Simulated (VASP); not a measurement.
# FeGe (P2_13) in VASP: single point with PBEsol

Aim: the single point of FeGe with PBEsol.

All numbers are computed with VASP 6.6.1; they aren't measurements. Logs are shortened: lines on timing, memory, paths and dates and some standing lists are left out, and cuts for length are marked.

### 1 The cell of the first run

The structure is cubic, space group P2_13 (No. 198). The conventional cell has a = 4.689 Å, b = 4.689 Å, c = 4.689 Å, α = 90.00°, β = 90.00°, γ = 90.00°. Ge (site symmetry 3) has 7 Fe at 2.38 to 2.64 Å and 6 Ge at 2.90 Å within 3.1 Å. Within 3.1 Å of Fe (site symmetry 3) lie 7 Ge at 2.38 to 2.64 Å and 6 Fe at 2.87 Å.

### 2 Single point, PBEsol, collinear spin, ferromagnetic start

Contents of INCAR:

```
SYSTEM = FeGe
PREC = Accurate
ENCUT = 600
EDIFF = 1E-6
ISMEAR = -1
SIGMA = 0.1
LREAL = .FALSE.
LASPH = .TRUE.
NELM = 200
ALGO = Normal
ISIF = 2
LWAVE = .FALSE.
LCHARG = .TRUE.
ISPIN = 2
MAGMOM = 0 0 0 0 4 4 4 4
LORBIT = 11
LMAXMIX = 4
GGA = PS
LELF = .TRUE.
LVHAR = .TRUE.
NBANDS = 58
GGA_COMPAT = .FALSE.
```

Contents of KPOINTS:

```
Automatic mesh
0
G
  5 5 5
  0 0 0
```

Contents of POSCAR:

```
FeGe
1.0
    4.6890000000      0.0000000000      0.0000000000
    0.0000000000      4.6890000000      0.0000000000
    0.0000000000      0.0000000000      4.6890000000
Ge Fe
4 4
Direct
    0.8420000000      0.8420000000      0.8420000000
    0.6580000000      0.1580000000      0.3420000000
    0.3420000000      0.6580000000      0.1580000000
    0.1580000000      0.3420000000      0.6580000000
    0.1350000000      0.1350000000      0.1350000000
    0.3650000000      0.8650000000      0.6350000000
    0.6350000000      0.3650000000      0.8650000000
    0.8650000000      0.6350000000      0.3650000000
```

Potentials or basis: VASP PAW PBE potentials, release 64 (Ge_d, Fe).

Run with:

```sh
> cat potpaw_PBE.64/Ge_d/POTCAR potpaw_PBE.64/Fe/POTCAR > POTCAR
> mpirun -np 1 vasp_std > vasp.out
```

OUTCAR:

```text
SYSTEM = FeGe
   PREC = Accurate
   ENCUT = 600
   EDIFF = 1E-6
   ISMEAR = -1
   LREAL = .FALSE.
   LASPH = .TRUE.
   NELM = 200
   ISIF = 2
   ISPIN = 2
   LORBIT = 11
   GGA = PS

 ion  position               nearest neighbor table
   1  0.842  0.842  0.842-   5 2.38   8 2.44   7 2.44   6 2.44   7 2.64   8 2.64   6 2.64   3 2.90
                             4 2.90   2 2.90   2 2.90   4 2.90   3 2.90
   2  0.658  0.158  0.342-   6 2.38   7 2.44   5 2.44   8 2.44   7 2.64   8 2.64   5 2.64   1 2.90
                             1 2.90   3 2.90   3 2.90   4 2.90   4 2.90
   3  0.342  0.658  0.158-   7 2.38   6 2.44   5 2.44   8 2.44   8 2.64   6 2.64   5 2.64   1 2.90
                             4 2.90   2 2.90   2 2.90   4 2.90   1 2.90
   4  0.158  0.342  0.658-   8 2.38   5 2.44   7 2.44   6 2.44   6 2.64   5 2.64   7 2.64   1 2.90
                             3 2.90   2 2.90   1 2.90   2 2.90   3 2.90
   5  0.135  0.135  0.135-   1 2.38   4 2.44   3 2.44   2 2.44   3 2.64   4 2.64   2 2.64   6 2.87
                             8 2.87   6 2.87   8 2.87   7 2.87   7 2.87
   6  0.365  0.865  0.635-   2 2.38   3 2.44   1 2.44   4 2.44   3 2.64   4 2.64   1 2.64   5 2.87
                             5 2.87   7 2.87   7 2.87   8 2.87   8 2.87
   7  0.635  0.365  0.865-   3 2.38   2 2.44   1 2.44   4 2.44   4 2.64   2 2.64   1 2.64   6 2.87
                             8 2.87   8 2.87   6 2.87   5 2.87   5 2.87
   8  0.865  0.635  0.365-   4 2.38   1 2.44   3 2.44   2 2.44   2 2.64   1 2.64   3 2.64   5 2.87
                             7 2.87   5 2.87   7 2.87   6 2.87   6 2.87

  LATTYP: Found a simple cubic cell.
 ALAT       =     4.6890000000

  Lattice vectors:

 A1 = (   4.6890000000,   0.0000000000,   0.0000000000)
 A2 = (   0.0000000000,   4.6890000000,   0.0000000000)
 A3 = (   0.0000000000,   0.0000000000,   4.6890000000)

Analysis of symmetry for initial positions (statically):
=====================================================================
 Subroutine PRICEL returns:
 Original cell was already a primitive cell.

 Routine SETGRP: Setting up the symmetry group for a
 simple cubic supercell.

 Subroutine GETGRP returns: Found 12 space group operations
 (whereof  3 operations were pure point group operations)
 out of a pool of 48 trial point group operations.

The static configuration has the point symmetry C_3 .
 The point group associated with its full space group is T   .

Analysis of symmetry for dynamics (positions and initial velocities):
=====================================================================
 Subroutine PRICEL returns:
 Original cell was already a primitive cell.

 Routine SETGRP: Setting up the symmetry group for a
 simple cubic supercell.

 Subroutine GETGRP returns: Found 12 space group operations
 (whereof  3 operations were pure point group operations)
 out of a pool of 48 trial point group operations.

The dynamic configuration has the point symmetry C_3 .
 The point group associated with its full space group is T   .

Analysis of structural, dynamic, and magnetic symmetry:
=====================================================================
 Subroutine PRICEL returns:
 Original cell was already a primitive cell.

 Routine SETGRP: Setting up the symmetry group for a
 simple cubic supercell.

 Subroutine GETGRP returns: Found 12 space group operations
 (whereof  3 operations were pure point group operations)
 out of a pool of 48 trial point group operations.

The overall configuration has the point symmetry C_3 .
 The point group associated with its full space group is T   .

 Subroutine INISYM returns: Found 12 space group operations
 (whereof  3 operations are pure point group operations),
 and found     1 'primitive' translations

----------------------------------------------------------------------------------------

                                     Primitive cell

  volume of cell :     103.0957

  direct lattice vectors                    reciprocal lattice vectors
     4.689000000  0.000000000  0.000000000     0.213265089  0.000000000  0.000000000
     0.000000000  4.689000000  0.000000000     0.000000000  0.213265089  0.000000000
     0.000000000  0.000000000  4.689000000     0.000000000  0.000000000  0.213265089

  length of vectors
     4.689000000  4.689000000  4.689000000     0.213265089  0.213265089  0.213265089

  position of ions in fractional coordinates (direct lattice)
     0.842000000  0.842000000  0.842000000
     0.658000000  0.158000000  0.342000000
[... 67 lines left out ...]
   ISTART =      0    job   : 0-new  1-cont  2-samecut
   ICHARG =      2    charge: 1-file 2-atom 10-const
   ISPIN  =      2    spin polarized calculation?
   LNONCOLLINEAR =      F non collinear calculations
   LSORBIT =      F    spin-orbit coupling
   LASPH  =      T    aspherical Exc in radial PAW
   ENCUT  =  600.0 eV  44.10 Ry    6.64 a.u.   9.37  9.37  9.37*2*pi/ulx,y,z
   NELM   =    200;   NELMIN=  2; NELMDL= -5     # of ELM steps
   EDIFF  = 0.1E-05   stopping-criterion for ELM
   LREAL  =      F    real-space projection
   EDIFFG = 0.1E-04   stopping-criterion for IOM
   NSW    =      0    number of steps for IOM
   IBRION =     -1    ionic relax: 0-MD 1-quasi-New 2-CG
   NFREE  =      0    steps in history (QN), initial steepest desc. (CG)
   ISIF   =      2    stress and relaxation
   ISYM   =      2    0-nonsym 1-usesym 2-fastsym
   POTIM  = 0.5000    time-step for ionic-motion
   TEBEG  =    0.0;   TEEND  =   0.0 temperature during run
   PSTRESS=    0.0 pullay stress
   NELECT =      88.0000    total number of electrons
   NUPDOWN=      -1.0000    fix difference up-down
   EMIN   =  10.00;   EMAX   =-10.00  energy-range for DOS
   EFERMI =   0.00;   METHOD = LEGACY
   ISMEAR =    -1;   SIGMA  =   0.10  broadening in eV -4-tet -1-fermi 0-gaus
   EFERMI_NEDOS =   21; number of points for ismear=-14 and -15
   IALGO  =     38    algorithm
   IMIX   =      4    mixing-type and parameters
     AMIX     =   0.40;   BMIX     =  1.00
     AMIX_MAG =   1.60;   BMIX_MAG =  1.00
  volume/ion in A,a.u.               =      12.89        86.97
  Fermi-wavevector in a.u.,A,eV,Ry     =   1.552943  2.934637 32.812241  2.411632
  Thomas-Fermi vector in A             =   2.657245
   LORBIT       =     11    0 simple, 1 ext, 2 COOP (PROOUT), +10 PAW based schemes
   GGA     = PS    functional components
   LHFCALC =     F    Hartree Fock is set to
   AEXX    =    0.0000 exact exchange contribution
   IVDW    =     0    specifies the selected vdW correction
   LEPSILON=     F    determine dielectric tensor
   LRPA    =     F    only Hartree local field effects (RPA)
 spin polarized calculation
  energy-cutoff  :      600.00
  volume of cell :      103.10
 maximum number of plane-waves:      3470
 NGX is ok and might be reduce to    40
   NGX = 19   NGY = 19   NGZ = 19

 number of electron      88.0000000 magnetization      16.0000000

 number of electron      88.0000026 magnetization       4.2566309

 Free energy of the ion-electron system (eV)
  ---------------------------------------------------
  ext. energy  EPLUGINS =         0.00000000
  ---------------------------------------------------
  free energy    TOTEN  =       -56.99783142 eV

  energy without entropy =      -56.76112694  energy(sigma->0) =      -56.87947918

 E-fermi :   7.8602     XC(G=0): -13.0275

 val. band max:        7.8534021271   @ k =   0.4000   0.0000   0.0000
 cond. band min:       7.8692798001   @ k =   0.2000   0.0000   0.0000
 fundamental gap:      0.0158776730
 Fermi energy:         7.8602475705

 spin component 1

 k-point     1 :       0.0000    0.0000    0.0000
  band No.  band energies     occupation
      1     -16.7014      1.00000
      2     -16.7014      1.00000
      3     -16.7014      1.00000
      4     -16.6645      1.00000
      5     -16.6645      1.00000
      6     -16.6645      1.00000
[... 638 lines left out ...]
     55      13.3768      0.00000
     56      13.8074      0.00000
 Fermi energy:         7.8602475705

 spin component 2

 k-point     1 :       0.0000    0.0000    0.0000
  band No.  band energies     occupation
      1     -16.7193      1.00000
      2     -16.7193      1.00000
      3     -16.7193      1.00000
      4     -16.6814      1.00000
      5     -16.6814      1.00000
      6     -16.6814      1.00000
[... 638 lines left out ...]
     55      13.5910      0.00000
     56      13.9131      0.00000
 [bands above 56 left out]

------------------------ aborting loop because EDIFF is reached ----------------------------------------

  FORCE on cell =-STRESS in cart. coord.  units (eV):
  Direction    XX          YY          ZZ          XY          YZ          ZX
  --------------------------------------------------------------------------------------
  -------------------------------------------------------------------------------------
  Total       -6.0629477     -6.0629477     -6.0629477      0.0000000      0.0000000     -0.0000000
  in kB      -94.2223004    -94.2223004    -94.2223004      0.0000000      0.0000000     -0.0000000
  external PRESSURE =     -94.2223004 kB  Pullay stress =       0.0000000 kB

 VOLUME and BASIS-vectors are now :
 -----------------------------------------------------------------------------
  energy-cutoff  :      600.00
  volume of cell :      103.10
      direct lattice vectors                 reciprocal lattice vectors
     4.689000000  0.000000000  0.000000000     0.213265089  0.000000000  0.000000000
     0.000000000  4.689000000  0.000000000     0.000000000  0.213265089  0.000000000
     0.000000000  0.000000000  4.689000000     0.000000000  0.000000000  0.213265089

 POSITION                                       TOTAL-FORCE (eV/Angst)
 -----------------------------------------------------------------------------------
      3.94814      3.94814      3.94814        -0.048310     -0.048310     -0.048310
      3.08536      0.74086      1.60364         0.048310      0.048310     -0.048310
      1.60364      3.08536      0.74086        -0.048310      0.048310      0.048310
      0.74086      1.60364      3.08536         0.048310     -0.048310      0.048310
      0.63301      0.63301      0.63301        -0.068518     -0.068518     -0.068518
      1.71149      4.05599      2.97751         0.068518      0.068518     -0.068518
      2.97751      1.71149      4.05599        -0.068518      0.068518      0.068518
      4.05599      2.97751      1.71149         0.068518     -0.068518      0.068518
 -----------------------------------------------------------------------------------
    total drift:                                0.000000      0.000000      0.000000

  FREE ENERGIE OF THE ION-ELECTRON SYSTEM (eV)
  ---------------------------------------------------
  free  energy   TOTEN  =       -56.9978314245 eV

  energy  without entropy=      -56.7611269364  energy(sigma->0) =      -56.87947918

 total charge

# of ion       s       p       d       tot
------------------------------------------
    1        1.114   1.229  10.113  12.456
    2        1.114   1.229  10.113  12.456
    3        1.114   1.229  10.113  12.456
    4        1.114   1.229  10.113  12.456
    5        0.377   0.492   6.451   7.319
    6        0.377   0.492   6.451   7.319
    7        0.377   0.492   6.451   7.319
    8        0.377   0.492   6.451   7.319
--------------------------------------------------
tot          5.963   6.882  66.257  79.102

 magnetization (x)

# of ion       s       p       d       tot
------------------------------------------
    1       -0.011  -0.062  -0.005  -0.079
    2       -0.011  -0.062  -0.005  -0.079
    3       -0.011  -0.062  -0.005  -0.079
    4       -0.011  -0.062  -0.005  -0.079
    5       -0.001  -0.005   1.181   1.175
    6       -0.001  -0.005   1.181   1.175
    7       -0.001  -0.005   1.181   1.175
    8       -0.001  -0.005   1.181   1.175
--------------------------------------------------
tot         -0.050  -0.268   4.705   4.387
```

It took 90 s on 1 thread of Intel Xeon 6975P-C (Granite Rapids), shared host; peak memory 0.35 GiB.

What came out:

```
Free energy                                           : -56.9978 eV
Pressure                                              : -9.4 GPa
Largest force                                         : 0.119 eV/Å
Net moment                                            : 4.26 μB per cell
Site moments                                          : Ge -0.08; Fe +1.18 μB
Valence electrons inside the program's atomic spheres : Ge 12.46; Fe 7.32
```

Forces in eV/Å, atoms in the order of the input:
```
Ge  -0.048 -0.048 -0.048
Ge   0.048  0.048 -0.048
Ge  -0.048  0.048  0.048
Ge   0.048 -0.048  0.048
Fe  -0.069 -0.069 -0.069
Fe   0.069  0.069 -0.069
Fe  -0.069  0.069  0.069
Fe   0.069 -0.069  0.069
```

Levels at points of the mesh, in eV from the Fermi level:
Spin up:
```
           k point  band 44  band 45  band 46  band 47  band 48  band 49
(0.00, 0.00, 0.00)    -0.85    -0.29    -0.29    -0.29     1.74     1.74
```
Spin down:
```
           k point  band 40  band 41  band 42  band 43  band 44  band 45
(0.00, 0.00, 0.00)     0.15     0.15     0.15     0.29     0.29     0.93
```

Caveat: the PAW data sets were made with another functional, which shifts forces and pressure a little; the moment fell far below its start of 4 μB, so a state of higher moment may lie lower in energy.
